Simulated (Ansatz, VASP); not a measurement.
## One calculation of NaCl, two programs

The input POSCAR:

```
NaCl
1.0
    0.0000000000      3.0762623834      2.3994846590
    3.0762623834      0.0000000000      2.3994846590
    3.0762623834      3.0762623834      0.0000000000
Na Cl
1 1
Direct
    0.0000000000      0.0000000000      0.0000000000
    0.5000000000      0.5000000000      0.5000000000
```

File INCAR.step1:

```
PREC = Accurate
ENCUT = 520
ISMEAR = 0
SIGMA = 0.05
LREAL = False
LASPH = True
NELM = 80
NBANDS = 14
GGA = PE
ALGO = Normal
EDIFF = 1E-4
LWAVE = True
LCHARG = False
```

File INCAR.step2:

```
PREC = Accurate
ENCUT = 520
EDIFF = 1E-6
ISMEAR = 0
SIGMA = 0.05
LREAL = False
LASPH = True
NELM = 80
ALGO = Normal
ISIF = 2
LWAVE = False
LCHARG = False
METAGGA = R2SCAN
LMIXTAU = True
NBANDS = 14
ISTART = 1
```

The input KPOINTS:

```
regular mesh
0
Gamma
  8 8 8
```

Input for Ansatz:

```yaml
crystal:
  lattice:
    - [0.0, 3.0762623834, 2.399484659]
    - [3.0762623834, 0.0, 2.399484659]
    - [3.0762623834, 3.0762623834, 0.0]
  atoms:
    - { symbol: Na, position: [0.0, 0.0, 0.0] }
    - { symbol: Cl, position: [0.5, 0.5, 0.5] }
basis:
  ecutwfc: 500
kpoints:
  mp_grid: { grid: [8, 8, 8] }
hamiltonian:
  xc: r2scan
scf:
  occupations: { method: gaussian, width: 0.05 }
output:
  forces: true
  stress: true
  eigenvalues: true
```

Alike in both runs: task single point; functional r2SCAN; k mesh 8 × 8 × 8; occupations gaussian, width 0.05 eV; no spin polarisation.

```csv
,VASP,Ansatz
version,VASP 6.6.1,Ansatz 0.2.0
potentials or method,"VASP PAW PBE potentials, release 64 (Na_pv, Cl), cutoff 520 eV","scalar-relativistic, plane waves, PAW"
valence electrons in the cell,14,16
```

Ansatz gave:

```
gap on the k mesh at the Fermi level (eV)                     : 5.76
least direct gap on the mesh (eV)                             : 5.76
pressure (GPa)                                                : 4.2
traceless stress, the component that is largest in VASP (GPa) : 12.83
```

Which values does VASP return?

gap on the k mesh at the Fermi level (eV): 5.76; least direct gap on the mesh (eV): 5.76; pressure (GPa): 4.1; traceless stress, the component that is largest in VASP (GPa): 12.90.

VASP's potentials were made for PBE, not for r2SCAN. VASP's potentials hold 14 valence electrons a cell and Ansatz's 16, so a difference there can come from the potentials and not from the codes.
